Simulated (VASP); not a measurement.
# AlN (Imm2) in VASP: a series of runs

AlN is run at these levels: PBE; tasks: single point.

All numbers are computed with VASP 6.6.1; they aren't measurements. Logs are shortened: lines on timing, memory, paths and dates and some standing lists are left out, and cuts for length are marked.

## Step 1: The cell of the first run

Symmetry: Imm2, No. 44, orthorhombic system. The conventional cell has a = 3.089 Å, b = 3.089 Å, c = 4.368 Å, α = 90.00°, β = 90.00°, γ = 90.00°. Within 2.3 Å of Al (site symmetry mm2) lie 4 N at 1.74 to 2.08 Å. Within 2.3 Å of N (site symmetry mm2) lie 4 Al at 1.74 to 2.08 Å.

## Step 2: Single point, PBE (atom 1 (Al) moved by (-0.300, +0.000) A along x and y)

Contents of INCAR:

```
SYSTEM = AlN
  PREC = Accurate
  ENCUT = 520
  EDIFF = 1E-7
  ISMEAR = 0
  SIGMA = 0.05
  LREAL = .FALSE.
  LASPH = .TRUE.
  NELM = 60
  ALGO = Normal
  ISIF = 2
  LWAVE = .FALSE.
  LCHARG = .FALSE.
  GGA = PE
  NBANDS = 11
```

Contents of KPOINTS:

```
Automatic mesh
0
G
  10 10 10
  0 0 0
```

Contents of POSCAR:

```
AlN
1.0
    0.0000000000      2.1839935596      2.1839935596
    2.1839935596      0.0000000000      2.1839935596
    2.1839935596      2.1839935596      0.0000000000
Al N
1 1
Direct
    0.0686815212     -0.0686815212     -0.0686815212
    0.7500000000      0.7500000000      0.7500000000
```

Potentials or basis: VASP PAW PBE potentials, release 64 (Al, N).

Run with:

```
cat potpaw_PBE.64/Al/POTCAR potpaw_PBE.64/N/POTCAR > POTCAR
mpirun -np 1 vasp_std > vasp.out
```

OUTCAR:

```text
SYSTEM = AlN
   PREC = Accurate
   ENCUT = 520
   EDIFF = 1E-7
   ISMEAR = 0
   LREAL = .FALSE.
   LASPH = .TRUE.
   NELM = 60
   ISIF = 2
   GGA = PE

 ion  position               nearest neighbor table
   1  0.069  0.931  0.931-   2 1.74   2 1.74   2 2.08   2 2.08
   2  0.750  0.750  0.750-   1 1.74   1 1.74   1 2.08   1 2.08

  LATTYP: Found a face centered cubic cell.
 ALAT       =     4.3679871192

  Lattice vectors:

 A1 = (   0.0000000000,   2.1839935596,   2.1839935596)
 A2 = (   2.1839935596,   0.0000000000,   2.1839935596)
 A3 = (   2.1839935596,   2.1839935596,   0.0000000000)

Analysis of symmetry for initial positions (statically):
=====================================================================
 Subroutine PRICEL returns:
 Original cell was already a primitive cell.

 Routine SETGRP: Setting up the symmetry group for a
 face centered cubic supercell.

 Subroutine GETGRP returns: Found  4 space group operations
 (whereof  4 operations were pure point group operations)
 out of a pool of 48 trial point group operations.

The static configuration has the point symmetry C_2v.

Analysis of symmetry for dynamics (positions and initial velocities):
=====================================================================
 Subroutine PRICEL returns:
 Original cell was already a primitive cell.

 Routine SETGRP: Setting up the symmetry group for a
 face centered cubic supercell.

 Subroutine GETGRP returns: Found  4 space group operations
 (whereof  4 operations were pure point group operations)
 out of a pool of 48 trial point group operations.

The dynamic configuration has the point symmetry C_2v.

 Subroutine INISYM returns: Found  4 space group operations
 (whereof  4 operations are pure point group operations),
 and found     1 'primitive' translations

----------------------------------------------------------------------------------------

                                     Primitive cell

  volume of cell :      20.8345

  direct lattice vectors                    reciprocal lattice vectors
     0.000000000  2.183993560  2.183993560    -0.228938404  0.228938404  0.228938404
     2.183993560  0.000000000  2.183993560     0.228938404 -0.228938404  0.228938404
     2.183993560  2.183993560  0.000000000     0.228938404  0.228938404 -0.228938404

  length of vectors
     3.088633312  3.088633312  3.088633312     0.396532948  0.396532948  0.396532948

  position of ions in fractional coordinates (direct lattice)
     0.068681521  0.931318479  0.931318479
     0.750000000  0.750000000  0.750000000

  ion indices of the primitive-cell ions
   primitive index   ion index
                 1           1
                 2           2

----------------------------------------------------------------------------------------

 KPOINTS: Automatic mesh

Automatic generation of k-mesh.
 Grid dimensions read from file:
 generate k-points for:   10   10   10

 Generating k-lattice:

  Cartesian coordinates                     Fractional coordinates (reciprocal lattice)
    -0.022893840  0.022893840  0.022893840     0.100000000  0.000000000  0.000000000
     0.022893840 -0.022893840  0.022893840     0.000000000  0.100000000  0.000000000
     0.022893840  0.022893840 -0.022893840     0.000000000  0.000000000  0.100000000

  Length of vectors
     0.039653295  0.039653295  0.039653295

  Shift w.r.t. Gamma in fractional coordinates (k-lattice)
     0.000000000  0.000000000  0.000000000

 Subroutine IBZKPT returns following result:
 ===========================================

 Found    171 irreducible k-points:

 Following reciprocal coordinates:
            Coordinates               Weight
  0.000000  0.000000  0.000000      1.000000
  0.100000  0.000000  0.000000      4.000000
  0.000000  0.100000  0.000000      4.000000
  0.200000  0.000000  0.000000      4.000000
  0.000000  0.200000  0.000000      4.000000
  0.300000  0.000000  0.000000      4.000000
[... 16 lines left out ...]
  0.000000  0.400000  0.100000      4.000000
  0.100000  0.000000  0.400000      8.000000
 [... further k-points ...]
   k-points           NKPTS =    171   k-points in BZ     NKDIM =    171   number of bands    NBANDS=     11
   number of dos      NEDOS =    301   number of ions     NIONS =      2
   total plane-waves  NPLWV =  13824
   dimension x,y,z NGX =    24 NGY =   24 NGZ =   24
   dimension x,y,z NGXF=    48 NGYF=   48 NGZF=   48
   ions per type =               1   1
   NGX,Y,Z   is equivalent  to a cutoff of  12.92, 12.92, 12.92 a.u.
   NGXF,Y,Z  is equivalent  to a cutoff of  25.84, 25.84, 25.84 a.u.
 SYSTEM =  AlN
   PREC   = accura    normal or accurate (medium, high low for compatibility)
   ISTART =      0    job   : 0-new  1-cont  2-samecut
   ICHARG =      2    charge: 1-file 2-atom 10-const
   ISPIN  =      1    spin polarized calculation?
   LNONCOLLINEAR =      F non collinear calculations
   LSORBIT =      F    spin-orbit coupling
   LASPH  =      T    aspherical Exc in radial PAW
   ENCUT  =  520.0 eV  38.22 Ry    6.18 a.u.   5.74  5.74  5.74*2*pi/ulx,y,z
   NELM   =     60;   NELMIN=  2; NELMDL= -5     # of ELM steps
   EDIFF  = 0.1E-06   stopping-criterion for ELM
   LREAL  =      F    real-space projection
   EDIFFG = 0.1E-05   stopping-criterion for IOM
   NSW    =      0    number of steps for IOM
   IBRION =     -1    ionic relax: 0-MD 1-quasi-New 2-CG
   NFREE  =      0    steps in history (QN), initial steepest desc. (CG)
   ISIF   =      2    stress and relaxation
   ISYM   =      2    0-nonsym 1-usesym 2-fastsym
   POTIM  = 0.5000    time-step for ionic-motion
   TEBEG  =    0.0;   TEEND  =   0.0 temperature during run
   PSTRESS=    0.0 pullay stress
   NELECT =       8.0000    total number of electrons
   NUPDOWN=      -1.0000    fix difference up-down
   EMIN   =  10.00;   EMAX   =-10.00  energy-range for DOS
   EFERMI =   0.00;   METHOD = LEGACY
   ISMEAR =     0;   SIGMA  =   0.05  broadening in eV -4-tet -1-fermi 0-gaus
   EFERMI_NEDOS =   21; number of points for ismear=-14 and -15
   IALGO  =     38    algorithm
   IMIX   =      4    mixing-type and parameters
     AMIX     =   0.40;   BMIX     =  1.00
     AMIX_MAG =   1.60;   BMIX_MAG =  1.00
  volume/ion in A,a.u.               =      10.42        70.30
  Fermi-wavevector in a.u.,A,eV,Ry     =   1.189899  2.248583 19.263943  1.415860
  Thomas-Fermi vector in A             =   2.325996
   LORBIT       =      0    0 simple, 1 ext, 2 COOP (PROOUT), +10 PAW based schemes
   GGA     = PE    functional components
   LHFCALC =     F    Hartree Fock is set to
   AEXX    =    0.0000 exact exchange contribution
   IVDW    =     0    specifies the selected vdW correction
   LEPSILON=     F    determine dielectric tensor
   LRPA    =     F    only Hartree local field effects (RPA)
 non-spin polarized calculation
 Gauss-broadening in eV      SIGMA  =   0.05
  energy-cutoff  :      520.00
  volume of cell :       20.83
 maximum number of plane-waves:       571
   NGX = 11   NGY = 11   NGZ = 11

 number of electron       8.0000000 magnetization

 Free energy of the ion-electron system (eV)
  ---------------------------------------------------
  ext. energy  EPLUGINS =         0.00000000
  ---------------------------------------------------
  free energy    TOTEN  =       -14.20903643 eV

  energy without entropy =      -14.20903643  energy(sigma->0) =      -14.20903643

 E-fermi :   6.8419     XC(G=0): -10.9248

 val. band max:        6.6106813320   @ k =   0.0000   0.0000   0.0000
 cond. band min:       9.2030797260   @ k =   0.5000   0.5000   0.0000
 fundamental gap:      2.5923983940
 Fermi energy:         6.8419369338

 k-point     1 :       0.0000    0.0000    0.0000
  band No.  band energies     occupation
      1      -9.0431      2.00000
      2       5.1328      2.00000
      3       6.0291      2.00000
      4       6.6107      2.00000
      5       9.9532      0.00000
      6      18.4544      0.00000
      7      18.5931      0.00000
      8      18.6583      0.00000
      9      23.3504      0.00000
     10      23.5421      0.00000
     11      23.9679      0.00000

 k-point     2 :       0.1000    0.0000    0.0000
  band No.  band energies     occupation
      1      -8.8955      2.00000
      2       4.5660      2.00000
      3       5.8418      2.00000
      4       6.5483      2.00000
      5      10.5251      0.00000
      6      17.8007      0.00000
      7      18.5912      0.00000
      8      19.2587      0.00000
      9      21.9530      0.00000
     10      22.3597      0.00000
     11      24.7109      0.00000

 k-point     3 :       0.0000    0.1000    0.0000
  band No.  band energies     occupation
      1      -8.8999      2.00000
      2       5.0876      2.00000
      3       5.3907      2.00000
      4       6.2994      2.00000
      5      10.7061      0.00000
      6      17.7855      0.00000
      7      18.7332      0.00000
      8      18.9119      0.00000
      9      22.5629      0.00000
     10      22.5887      0.00000
     11      23.7451      0.00000

 k-point     4 :       0.2000    0.0000    0.0000
  band No.  band energies     occupation
      1      -8.4752      2.00000
      2       3.1693      2.00000
      3       5.6545      2.00000
      4       6.3935      2.00000
      5      11.5637      0.00000
      6      16.8793      0.00000
      7      18.4455      0.00000
      8      19.3168      0.00000
      9      21.5208      0.00000
     10      21.8411      0.00000
     11      23.5497      0.00000
[... 239 lines left out ...]
 k-point    22 :       0.4000    0.1000    0.0000
  band No.  band energies     occupation
      1      -7.3430      2.00000
      2       0.8340      2.00000
      3       5.2056      2.00000
      4       5.7997      2.00000
      5      12.8599      0.00000
      6      15.2977      0.00000
      7      17.2008      0.00000
      8      18.6194      0.00000
      9      22.0208      0.00000
     10      24.8869      0.00000
     11      25.4442      0.00000

 k-point    23 :       0.0000    0.4000    0.1000
  band No.  band energies     occupation
      1      -7.3997      2.00000
      2       1.2766      2.00000
      3       4.5537      2.00000
      4       5.5522      2.00000
      5      13.3011      0.00000
      6      15.3770      0.00000
      7      17.4946      0.00000
      8      18.1154      0.00000
      9      22.5485      0.00000
     10      24.7973      0.00000
     11      25.2778      0.00000

 k-point    24 :       0.1000    0.0000    0.4000
  band No.  band energies     occupation
      1      -7.4037      2.00000
      2       1.3234      2.00000
      3       4.5231      2.00000
      4       5.5647      2.00000
      5      13.2353      0.00000
      6      15.3489      0.00000
      7      17.3244      0.00000
      8      18.1943      0.00000
      9      22.7938      0.00000
     10      24.0588      0.00000
     11      26.3861      0.00000

 [... further k-points ...]
[... 5 lines left out ...]
  --------------------------------------------------------------------------------------
  -------------------------------------------------------------------------------------
  Total        0.4695812      2.7718166      2.7718166      0.0000000      3.1318081      0.0000000
  in kB       36.1108114    213.1527864    213.1527864      0.0000000    240.8361478      0.0000000
  external PRESSURE =     154.1387948 kB  Pullay stress =       0.0000000 kB

 VOLUME and BASIS-vectors are now :
 -----------------------------------------------------------------------------
  energy-cutoff  :      520.00
  volume of cell :       20.83
      direct lattice vectors                 reciprocal lattice vectors
     0.000000000  2.183993560  2.183993560    -0.228938404  0.228938404  0.228938404
     2.183993560  0.000000000  2.183993560     0.228938404 -0.228938404  0.228938404
     2.183993560  2.183993560  0.000000000     0.228938404  0.228938404 -0.228938404

 POSITION                                       TOTAL-FORCE (eV/Angst)
 -----------------------------------------------------------------------------------
      4.06799      2.18399      2.18399         4.014210      0.000000      0.000000
      3.27599      3.27599      3.27599        -4.014210      0.000000      0.000000
 -----------------------------------------------------------------------------------
    total drift:                               -0.000018      0.000000      0.000000

  FREE ENERGIE OF THE ION-ELECTRON SYSTEM (eV)
  ---------------------------------------------------
  free  energy   TOTEN  =       -14.2090364282 eV

  energy  without entropy=      -14.2090364282  energy(sigma->0) =      -14.20903643
```

Wall time 11 s (1 thread of Intel Xeon 6975P-C (Granite Rapids), shared host); peak memory 0.15 GiB.

Results:

* Free energy: -14.2090 eV
* Pressure: 15.4 GPa
* Largest force: 4.014 eV/Å
* Band gap on the k mesh: 2.59 eV, indirect (least direct gap 3.34 eV)

Forces in eV/Å, atoms in the order of the input:
```
Al   4.014  0.000  0.000
N   -4.014  0.000  0.000
```

Stress tensor (GPa, compression positive):
```
 3.61  0.00  0.00
 0.00 21.32 24.08
 0.00 24.08 21.32
```

Levels at points of the mesh, in eV from the valence-band top:
```
           k point  band 2  band 3  band 4  band 5  band 6  band 7
(0.00, 0.00, 0.00)   -1.48   -0.58    0.00    3.34   11.84   11.98
(0.50, 0.00, 0.00)   -6.72   -1.23   -0.57    6.33    8.75   10.25
(0.00, 0.50, 0.00)   -6.27   -1.90   -0.83    6.60    9.14   10.39
(0.50, 0.50, 0.00)   -5.62   -2.36   -2.27    2.59    7.45   12.76
(0.00, 0.50, 0.50)   -5.53   -3.04   -1.98    2.76    8.04   12.82
```

Caveat: the cell differs from its parent crystal (atom 1 (Al) moved by (-0.300, +0.000) A along x and y); forces of over 1 eV/Å act on the atoms, so gaps and moduli don't describe the material at rest.

[end of part 1 of 2]
